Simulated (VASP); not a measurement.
A run of VASP 6.6.1 is set up as follows.

File INCAR:

```
SYSTEM = La2Y2O
PREC = Accurate
ENCUT = 520
EDIFF = 1E-6
ISMEAR = 0
SIGMA = 0.2
LREAL = .FALSE.
LASPH = .TRUE.
NELM = 100
ALGO = Normal
ISIF = 2
LWAVE = .FALSE.
LCHARG = .TRUE.
GGA = PE
LELF = .TRUE.
LVHAR = .TRUE.
NBANDS = 33
```

KPOINTS

```
regular mesh
0
G
  5 5 2
  0 0 0
```

File POSCAR:

```
La2Y2O
1.0
    3.7501011815      0.0000000000      0.0000000000
   -1.8750505908      3.2476828899      0.0000000000
    0.0000000000      0.0000000000     11.9761916185
La Y O
2 2 1
Direct
    0.0000000000      0.0000000000      0.5176006509
    0.3333333333      0.6666666667      0.7552972680
    0.3333333333      0.6666666667      0.2504564143
    0.0000000000      0.0000000000      0.0103785160
    0.0000000000      0.0000000000      0.2012671509
```

Potentials or basis: VASP PAW PBE potentials, release 64 (La, Y_sv, O).

Run with:

```bash
$ cat potpaw_PBE.64/La/POTCAR potpaw_PBE.64/Y_sv/POTCAR potpaw_PBE.64/O/POTCAR > POTCAR
$ mpirun -np 1 vasp_std > vasp.out
```

(1) Estimate the largest force.

(2) Predict the band gap on the k mesh.

(3) What does it give for the pressure?

## Answers

(1) 0.057 eV/Å.

(2) zero (bands 25 and 26 overlap by 1.00 eV).

(3) 0.5 GPa.

Caveat: the k points lie up to 0.39 Å⁻¹ apart, too coarse for converged energies and pressures of a metal; spin-orbit coupling is left out, which moves the levels of the heavy elements.
